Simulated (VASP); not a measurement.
# Au (P6_3/mmc) in VASP: notebook, part 2 of 2

VASP 6.6.1. The steps go on from the part before.

### Step 3. Single point, PBEsol

This run uses another cell than the first one, of 15.06 Å³/atom, 0.848 times its volume.

File INCAR:

```
SYSTEM = Au
PREC = Accurate ; ENCUT = 520
EDIFF = 1E-6 ; ISMEAR = -1
SIGMA = 0.05 ; LREAL = .FALSE.
LASPH = .TRUE. ; NELM = 100
ALGO = Fast ; ISIF = 2
LWAVE = .FALSE. ; LCHARG = .FALSE.
GGA = PS ; NBANDS = 18
```

File KPOINTS:

```
regular mesh
0
G
  11 11 6
  0 0 0
```

File POSCAR:

```
Au
1.0
    2.7588792037      0.0000000000      0.0000000000
   -1.3794396018      2.3892594763      0.0000000000
    0.0000000000      0.0000000000      4.5707756545
Au
2
Direct
    0.6666666667      0.3333333333      0.2500000000
    0.3333333333      0.6666666667      0.7500000000
```

Potentials or basis: VASP PAW PBE potentials, release 64 (Au).

The run is started by

```bash
$ cat potpaw_PBE.64/Au/POTCAR > POTCAR
$ mpirun -np 1 vasp_std > vasp.out
```

OUTCAR:

```text
SYSTEM = Au
   PREC = Accurate
   ENCUT = 520
   EDIFF = 1E-6
   ISMEAR = -1
   LREAL = .FALSE.
   LASPH = .TRUE.
   NELM = 100
   ISIF = 2
   GGA = PS

 ion  position               nearest neighbor table
   1  0.667  0.333  0.250-   2 2.79   2 2.79   2 2.79   2 2.79   2 2.79   2 2.79
   2  0.333  0.667  0.750-   1 2.79   1 2.79   1 2.79   1 2.79   1 2.79   1 2.79

  LATTYP: Found a hexagonal cell.
 ALAT       =     2.7588792037
 C/A-ratio  =     1.6567509184

  Lattice vectors:

 A1 = (   2.7588792037,   0.0000000000,   0.0000000000)
 A2 = (  -1.3794396018,   2.3892594763,   0.0000000000)
 A3 = (   0.0000000000,   0.0000000000,   4.5707756545)

Analysis of symmetry for initial positions (statically):
=====================================================================
 Subroutine PRICEL returns:
 Original cell was already a primitive cell.

 Routine SETGRP: Setting up the symmetry group for a
 hexagonal supercell.

 Subroutine GETGRP returns: Found 24 space group operations
 (whereof 12 operations were pure point group operations)
 out of a pool of 24 trial point group operations.

The static configuration has the point symmetry D_3d.
[... 163 lines left out ...]

 E-fermi :  11.4601     XC(G=0): -13.6263

 val. band max:       11.3624587912   @ k =   0.0909   0.0909   0.1667
 cond. band min:      11.5035300066   @ k =   0.2727   0.1818   0.5000
 fundamental gap:      0.1410712153
 Fermi energy:        11.4600990466

 k-point     1 :       0.0000    0.0000    0.0000
  band No.  band energies     occupation
      1       0.1739      2.00000
      2       2.8700      2.00000
      3       5.9419      2.00000
      4       6.1993      2.00000
      5       6.1993      2.00000
      6       6.6168      2.00000
[... 481 lines left out ...]
      5       5.9645      2.00000
      6       6.4892      2.00000
[... 10 lines left out ...]
     17      28.0657      0.00000
     18      30.1682      0.00000

 [... further k-points ...]

------------------------ aborting loop because EDIFF is reached ----------------------------------------

  FORCE on cell =-STRESS in cart. coord.  units (eV):
  Direction    XX          YY          ZZ          XY          YZ          ZX
  --------------------------------------------------------------------------------------
  -------------------------------------------------------------------------------------
  Total        5.5816394      5.5816394      5.5782277      0.0000000      0.0000000      0.0000000
  in kB      296.8154140    296.8154140    296.6339909      0.0000000      0.0000000      0.0000000
  external PRESSURE =     296.7549397 kB  Pullay stress =       0.0000000 kB

 VOLUME and BASIS-vectors are now :
 -----------------------------------------------------------------------------
  energy-cutoff  :      520.00
  volume of cell :       30.13
      direct lattice vectors                 reciprocal lattice vectors
     2.758879204  0.000000000  0.000000000     0.362466033  0.209269862  0.000000000
    -1.379439602  2.389259476  0.000000000     0.000000000  0.418539723  0.000000000
     0.000000000  0.000000000  4.570775655     0.000000000  0.000000000  0.218781248

 POSITION                                       TOTAL-FORCE (eV/Angst)
 -----------------------------------------------------------------------------------
      1.37944      0.79642      1.14269        -0.000000      0.000000      0.000000
     -0.00000      1.59284      3.42808         0.000000     -0.000000      0.000000
 -----------------------------------------------------------------------------------
    total drift:                               -0.000000      0.000000     -0.000000

  FREE ENERGIE OF THE ION-ELECTRON SYSTEM (eV)
  ---------------------------------------------------
  free  energy   TOTEN  =        -7.5258564047 eV

  energy  without entropy=       -7.5215144879  energy(sigma->0) =       -7.52368545
```

stdout:

```text
POSCAR found type information on POSCAR Au
 POSCAR found :  1 types and       2 ions
 scaLAPACK will be used
 -----------------------------------------------------------------------------
|                                                                             |
|                                                                             |
|     You enforced a specific xc type in the INCAR file but a different       |
|     I HOPE YOU KNOW WHAT YOU ARE DOING!                                     |
|                                                                             |
 -----------------------------------------------------------------------------

 LDA part: xc-table for (Slater+PW92), standard interpolation
 POSCAR, INCAR and KPOINTS ok, starting setup
 FFT: planning ... GRIDC
 FFT: planning ... GRID_SOFT
 FFT: planning ... GRID
 WAVECAR not read
 entering main loop
```

Wall time 20 s (1 thread of AMD EPYC 9R45 (Zen 5), shared host); peak memory 0.14 GiB.

What came out:

| Property | Result |
| --- | --- |
| Free energy | -7.5259 eV |
| Pressure | 29.7 GPa |
| Band gap on the k mesh | zero (band 11 reaches 15.55 eV, above the bottom of band 12 at 8.59 eV) |

Caveat: the PAW data sets were made with another functional, which shifts forces and pressure a little; spin-orbit coupling is left out, which moves the levels of the heavy elements.

### Step 4. Single point, PBEsol

This run uses another cell than the first one, of 15.56 Å³/atom, 0.876 times its volume.

File INCAR:

```
PREC     = Accurate       # precision mode
ENCUT    = 520            # plane-wave cutoff, eV
EDIFF    = 1E-7           # SCF threshold, eV
ISMEAR   = -1             # smearing method
SIGMA    = 0.05           # smearing width, eV
LREAL    = False          # projectors in reciprocal space
LASPH    = True           # aspherical terms in the spheres
NELM     = 100            # most SCF steps
ALGO     = Normal         # electronic algorithm
ISIF     = 2              # what is computed and relaxed
LWAVE    = False          # write WAVECAR
LCHARG   = False          # write CHGCAR
GGA      = PS             # functional
NBANDS   = 18             # bands
```

File KPOINTS:

```
regular mesh
0
Gamma
  11 11 6
```

File POSCAR:

```
Au
1.0
    2.7881339157      0.0000000000      0.0000000000
   -1.3940669579      2.4145948002      0.0000000000
    0.0000000000      0.0000000000      4.6232482990
Au
2
Direct
    0.6666666667      0.3333333333      0.2500000000
    0.3333333333      0.6666666667      0.7500000000
```

The run is started by

```bash
$ cat potpaw_PBE.64/Au/POTCAR > POTCAR
$ mpirun -np 1 vasp_std > vasp.out
```

It took 20 s on 1 thread of AMD EPYC 9R45 (Zen 5), shared host; peak memory 0.14 GiB.

The run converged. Its results:

| Quantity | Value |
| --- | --- |
| Free energy | -7.6789 eV |
| Pressure | 19.7 GPa |
| Band gap on the k mesh | zero (band 11 reaches 14.84 eV, above the bottom of band 12 at 8.04 eV) |

Levels at points of the mesh, in eV from the Fermi level:
| k point | band 9 | band 10 | band 11 | band 12 | band 13 | band 14 |
| --- | --- | --- | --- | --- | --- | --- |
| (0.00, 0.00, 0.00) | -3.94 | -2.26 | -2.26 | -1.55 | 3.34 | 14.41 |
| (0.00, 0.00, 0.50) | -2.80 | -2.80 | -2.80 | -2.80 | 11.53 | 11.53 |

Caveat: the PAW data sets were made with another functional, which shifts forces and pressure a little; spin-orbit coupling is left out, which moves the levels of the heavy elements.

### Step 5. The runs side by side

```tsv
level	potentials or basis	cell	gap on the mesh (eV)	pressure (GPa)
LDA	VASP PAW LDA potentials, release 64 (Au)	a = 2.900, b = 2.900, c = 4.880 Å, angles 90.0, 90.0, 120.0°, 2 atoms	none	-10.4
PBEsol	VASP PAW PBE potentials, release 64 (Au)	a = 2.759, b = 2.759, c = 4.571 Å, angles 90.0, 90.0, 120.0°, 2 atoms	none	29.7
PBEsol	VASP PAW PBE potentials, release 64 (Au)	a = 2.788, b = 2.788, c = 4.623 Å, angles 90.0, 90.0, 120.0°, 2 atoms	none	19.7
```

Alike in all rows: task single point; no spin polarisation; k mesh 11 × 11 × 6; cutoff (eV) 520; smearing fermi-dirac 0.05 eV.

Caveats: spin-orbit coupling is left out, which moves the levels of the heavy elements; the PAW data sets were made with another functional, which shifts forces and pressure a little (some runs).

Absolute energies hang on the potentials; compare differences alone.
